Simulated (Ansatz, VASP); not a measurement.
# One calculation of In3B2As, two programs

```
In B As
1.0
     3.75565    2.16832    4.34286
    -3.75565    2.16832    4.34286
     0.00000   -4.33665    4.34286
In B As
3 2 1
Cartesian
  0.0000 2.1683 4.3429
  -1.8778 -1.0842 4.3429
  1.8778 -1.0842 4.3429
  0.0000 0.0000 4.0558
  0.0000 0.0000 8.9728
  0.0000 0.0000 6.5143
```

Alike in both runs: functional PBE; k mesh 3 × 3 × 3; occupations gaussian, width 0.1 eV; no spin polarisation.

Ansatz relaxed the structure, and its values are those at the end. VASP's run is a single point on that final structure, the one shown.

|  | VASP | Ansatz |
| --- | --- | --- |
| version | VASP 6.6.1 | Ansatz 0.2.0 |
| potentials or method | VASP PAW PBE potentials, release 64 (In_d, B, As), cutoff 520 eV | scalar-relativistic, plane waves, PAW |
| valence electrons in the cell | 50 | 60 |

|  | VASP | Ansatz | Ansatz less VASP |
| --- | --- | --- | --- |
| gap on the k mesh at the Fermi level (eV) | 0.62 | 0.61 | -0.001 |
| least direct gap on the mesh (eV) | 0.81 | 0.81 | +0.002 |
| pressure (GPa) | 0.0 | 0.0 | +0.04 |

With one functional, cell and mesh, what is left measures potentials, basis and numerics. VASP's potentials hold 50 valence electrons a cell and Ansatz's 60, so a difference there can come from the potentials and not from the codes.
